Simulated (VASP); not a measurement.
# ZnCd3O (P4mm) in VASP: notebook

The runs below take ZnCd3O through single point, relaxation of cell and atoms, with PBE.

All numbers are computed with VASP 6.6.1; they aren't measurements. Logs are shortened: lines on timing, memory, paths and dates and some standing lists are left out, and cuts for length are marked.

## Step 1: The cell of the first run

The structure is tetragonal, space group P4mm (No. 99). The conventional cell has a = 4.161 Å, b = 4.161 Å, c = 5.478 Å, α = 90.00°, β = 90.00°, γ = 90.00°. Zn (site symmetry 4mm) has 12 Cd at 3.05 to 3.44 Å and 4 O at 3.31 Å within 4.0 Å. Cd (site symmetry 2mm) has 2 O at 2.41 Å and 6 Cd at 2.84 to 2.94 Å within 3.2 Å. Within 3.1 Å of Cd (site symmetry 4mm) lie 1 O at 2.32 Å and 4 Cd at 2.84 Å and 4 Zn at 3.05 Å. Within 3.1 Å of O (site symmetry 4mm) lie 5 Cd at 2.32 to 2.41 Å.

## Step 2: Single point, PBE

INCAR reads:

```
SYSTEM = ZnCd3O
  PREC = Accurate
  ENCUT = 520
  EDIFF = 1E-6
  ISMEAR = 0
  SIGMA = 0.1
  LREAL = .FALSE.
  LASPH = .TRUE.
  NELM = 80
  ALGO = Normal
  ISIF = 2
  LWAVE = .FALSE.
  LCHARG = .FALSE.
  GGA = PE
  NBANDS = 35
```

KPOINTS reads:

```
Automatic mesh
0
G
  4 4 4
  0 0 0
```

POSCAR reads:

```
ZnCd3O
1.0
    4.1606755500      0.0000000000      0.0000000000
    0.0000000000      4.1606755500      0.0000000000
    0.0000000000      0.0000000000      5.4778319000
Zn Cd O
1 3 1
Direct
    0.5000000000      0.5000000000      0.6952151100
    0.5000000000      0.0000000000      0.1952777100
    0.0000000000      0.5000000000      0.1952777100
    0.0000000000      0.0000000000      0.5491080900
    0.0000000000      0.0000000000      0.9733234000
```

Potentials or basis: VASP PAW PBE potentials, release 64 (Zn, Cd, O).

Run with:

```
$ cat potpaw_PBE.64/Zn/POTCAR potpaw_PBE.64/Cd/POTCAR potpaw_PBE.64/O/POTCAR > POTCAR
$ mpirun -np 1 vasp_std > vasp.out
```

OUTCAR:

```text
SYSTEM = ZnCd3O
   PREC = Accurate
   ENCUT = 520
   EDIFF = 1E-6
   ISMEAR = 0
   LREAL = .FALSE.
   LASPH = .TRUE.
   NELM = 80
   ISIF = 2
   GGA = PE

 ion  position               nearest neighbor table
   1  0.500  0.500  0.695-   4 3.05   4 3.05   4 3.05   4 3.05
   2  0.500  0.000  0.195-   5 2.41   5 2.41   4 2.84   4 2.84   3 2.94   3 2.94   3 2.94   3 2.94

   3  0.000  0.500  0.195-   5 2.41   5 2.41   4 2.84   4 2.84   2 2.94   2 2.94   2 2.94   2 2.94

   4  0.000  0.000  0.549-   5 2.32   3 2.84   2 2.84   3 2.84   2 2.84   1 3.05   1 3.05   1 3.05
                             1 3.05
   5  0.000  0.000  0.973-   4 2.32   3 2.41   2 2.41   3 2.41   2 2.41

  LATTYP: Found a simple tetragonal cell.
 ALAT       =     4.1606755500
 C/A-ratio  =     1.3165727138

  Lattice vectors:

 A1 = (   4.1606755500,   0.0000000000,   0.0000000000)
 A2 = (   0.0000000000,   4.1606755500,   0.0000000000)
 A3 = (   0.0000000000,   0.0000000000,   5.4778319000)

Analysis of symmetry for initial positions (statically):
=====================================================================
 Subroutine PRICEL returns:
 Original cell was already a primitive cell.

 Routine SETGRP: Setting up the symmetry group for a
 simple tetragonal supercell.

 Subroutine GETGRP returns: Found  8 space group operations
 (whereof  8 operations were pure point group operations)
 out of a pool of 16 trial point group operations.

The static configuration has the point symmetry C_4v.

Analysis of symmetry for dynamics (positions and initial velocities):
=====================================================================
 Subroutine PRICEL returns:
 Original cell was already a primitive cell.

 Routine SETGRP: Setting up the symmetry group for a
 simple tetragonal supercell.

 Subroutine GETGRP returns: Found  8 space group operations
 (whereof  8 operations were pure point group operations)
 out of a pool of 16 trial point group operations.

The dynamic configuration has the point symmetry C_4v.

 Subroutine INISYM returns: Found  8 space group operations
 (whereof  8 operations are pure point group operations),
 and found     1 'primitive' translations

----------------------------------------------------------------------------------------

                                     Primitive cell

  volume of cell :      94.8280

[... 86 lines left out ...]
   NELM   =     80;   NELMIN=  2; NELMDL= -5     # of ELM steps
   EDIFF  = 0.1E-05   stopping-criterion for ELM
   LREAL  =      F    real-space projection
   EDIFFG = 0.1E-04   stopping-criterion for IOM
   NSW    =      0    number of steps for IOM
   IBRION =     -1    ionic relax: 0-MD 1-quasi-New 2-CG
   NFREE  =      0    steps in history (QN), initial steepest desc. (CG)
   ISIF   =      2    stress and relaxation
   ISYM   =      2    0-nonsym 1-usesym 2-fastsym
   POTIM  = 0.5000    time-step for ionic-motion
   TEBEG  =    0.0;   TEEND  =   0.0 temperature during run
   PSTRESS=    0.0 pullay stress
   NELECT =      54.0000    total number of electrons
   NUPDOWN=      -1.0000    fix difference up-down
   EMIN   =  10.00;   EMAX   =-10.00  energy-range for DOS
   EFERMI =   0.00;   METHOD = LEGACY
   ISMEAR =     0;   SIGMA  =   0.10  broadening in eV -4-tet -1-fermi 0-gaus
   EFERMI_NEDOS =   21; number of points for ismear=-14 and -15
   IALGO  =     38    algorithm
   IMIX   =      4    mixing-type and parameters
     AMIX     =   0.40;   BMIX     =  1.00
     AMIX_MAG =   1.60;   BMIX_MAG =  1.00
  volume/ion in A,a.u.               =      18.97       127.99
  Fermi-wavevector in a.u.,A,eV,Ry     =   1.356940  2.564245 25.052216  1.841286
  Thomas-Fermi vector in A             =   2.483901
   LORBIT       =      0    0 simple, 1 ext, 2 COOP (PROOUT), +10 PAW based schemes
   GGA     = PE    functional components
   LHFCALC =     F    Hartree Fock is set to
   AEXX    =    0.0000 exact exchange contribution
   IVDW    =     0    specifies the selected vdW correction
   LEPSILON=     F    determine dielectric tensor
   LRPA    =     F    only Hartree local field effects (RPA)
 non-spin polarized calculation
 Gauss-broadening in eV      SIGMA  =   0.10
  energy-cutoff  :      520.00
  volume of cell :       94.83
 maximum number of plane-waves:      2572
 NGX is ok and might be reduce to    32
   NGX = 15   NGY = 15   NGZ = 21

 number of electron      53.9999998 magnetization

 Free energy of the ion-electron system (eV)
  ---------------------------------------------------
  ext. energy  EPLUGINS =         0.00000000
  ---------------------------------------------------
  free energy    TOTEN  =        -8.56256819 eV

  energy without entropy =       -8.55415457  energy(sigma->0) =       -8.55836138

 E-fermi :   2.1754     XC(G=0): -10.6802

 val. band max:        2.1647438135   @ k =   0.2500   0.0000   0.0000
 cond. band min:       2.2536779727   @ k =   0.2500   0.2500   0.0000
 fundamental gap:      0.0889341593
 Fermi energy:         2.1753567463

 k-point     1 :       0.0000    0.0000    0.0000
  band No.  band energies     occupation
      1     -15.5540      2.00000
      2      -7.4913      2.00000
      3      -7.2833      2.00000
      4      -7.2833      2.00000
      5      -7.2815      2.00000
      6      -7.1270      2.00000
[... 673 lines left out ...]
     34      11.3721      0.00000
     35      11.3721      0.00000

------------------------ aborting loop because EDIFF is reached ----------------------------------------

  FORCE on cell =-STRESS in cart. coord.  units (eV):
  Direction    XX          YY          ZZ          XY          YZ          ZX
  --------------------------------------------------------------------------------------
  -------------------------------------------------------------------------------------
  Total        2.7230059      2.7230059     -0.6273847      0.0000000     -0.0000000      0.0000000
  in kB       46.0068774     46.0068774    -10.6000544      0.0000000     -0.0000000      0.0000000
  external PRESSURE =      27.1379001 kB  Pullay stress =       0.0000000 kB

 VOLUME and BASIS-vectors are now :
 -----------------------------------------------------------------------------
  energy-cutoff  :      520.00
  volume of cell :       94.83
      direct lattice vectors                 reciprocal lattice vectors
     4.160675550  0.000000000  0.000000000     0.240345585  0.000000000  0.000000000
     0.000000000  4.160675550  0.000000000     0.000000000  0.240345585  0.000000000
     0.000000000  0.000000000  5.477831900     0.000000000  0.000000000  0.182553977

 POSITION                                       TOTAL-FORCE (eV/Angst)
 -----------------------------------------------------------------------------------
      2.08034      2.08034      3.80827         0.000000     -0.000000     -0.096362
      2.08034      0.00000      1.06970         0.000000      0.000000     -0.670288
      0.00000      2.08034      1.06970         0.000000      0.000000     -0.670288
      0.00000      0.00000      3.00792        -0.000000      0.000000      1.857629
      0.00000      0.00000      5.33170         0.000000      0.000000     -0.420690
 -----------------------------------------------------------------------------------
    total drift:                                0.000000      0.000000     -0.000656

  FREE ENERGIE OF THE ION-ELECTRON SYSTEM (eV)
  ---------------------------------------------------
  free  energy   TOTEN  =        -8.5625681939 eV

  energy  without entropy=       -8.5541545679  energy(sigma->0) =       -8.55836138
```

OSZICAR:

```text
N       E                     dE             d eps       ncg     rms          rms(c)
DAV:   1     0.460048383105E+03    0.46005E+03   -0.27200E+04  1260   0.173E+03
DAV:   2     0.223515656970E+02   -0.43770E+03   -0.42023E+03  1272   0.431E+02
DAV:   3    -0.108283968817E+02   -0.33180E+02   -0.32564E+02  1356   0.121E+02
DAV:   4    -0.115822663031E+02   -0.75387E+00   -0.75108E+00  1360   0.167E+01
DAV:   5    -0.115856989560E+02   -0.34327E-02   -0.34323E-02  1311   0.116E+00    0.121E+01
DAV:   6    -0.912805505140E+01    0.24576E+01   -0.14662E+01  1860   0.431E+01    0.104E+01
DAV:   7    -0.861602254014E+01    0.51203E+00   -0.68224E+00  1333   0.121E+01    0.552E+00
DAV:   8    -0.856294011531E+01    0.53082E-01   -0.55591E-01  1284   0.451E+00    0.190E+00
DAV:   9    -0.856496411401E+01   -0.20240E-02   -0.37074E-02  1334   0.138E+00    0.323E-01
DAV:  10    -0.856270366292E+01    0.22605E-02   -0.10032E-02  1508   0.492E-01    0.164E-01
DAV:  11    -0.856255991057E+01    0.14375E-03   -0.15471E-03  1293   0.192E-01    0.259E-02
DAV:  12    -0.856256655367E+01   -0.66431E-05   -0.76631E-05  1317   0.539E-02    0.142E-02
DAV:  13    -0.856256860371E+01   -0.20500E-05   -0.24526E-05  1330   0.212E-02    0.879E-03
DAV:  14    -0.856256819389E+01    0.40982E-06   -0.60126E-06  1170   0.108E-02
   1 F= -.85625682E+01 E0= -.85583614E+01  d E =-.841363E-02
```

Run time: 25 s. Hardware: 1 thread of Intel Xeon 6975P-C (Granite Rapids), shared host; peak memory 0.22 GiB.

Results:

- Free energy: -8.5626 eV
- Pressure: 2.7 GPa
- Largest force: 1.858 eV/Å
- Band gap on the k mesh: zero (band 27 reaches 4.21 eV, above the bottom of band 28 at 0.66 eV)

Forces on the atoms (eV/Å):
```
Zn   0.000  0.000 -0.096
Cd   0.000  0.000 -0.670
Cd   0.000  0.000 -0.670
Cd   0.000  0.000  1.858
O    0.000  0.000 -0.421
```

Stress tensor (GPa, compression positive):
```
 4.60  0.00  0.00
 0.00  4.60  0.00
 0.00  0.00 -1.06
```

Caveat: the k points lie up to 0.38 Å⁻¹ apart; forces of over 1 eV/Å act on the atoms, so gaps and moduli don't describe the material at rest.

[end of part 1 of 2]
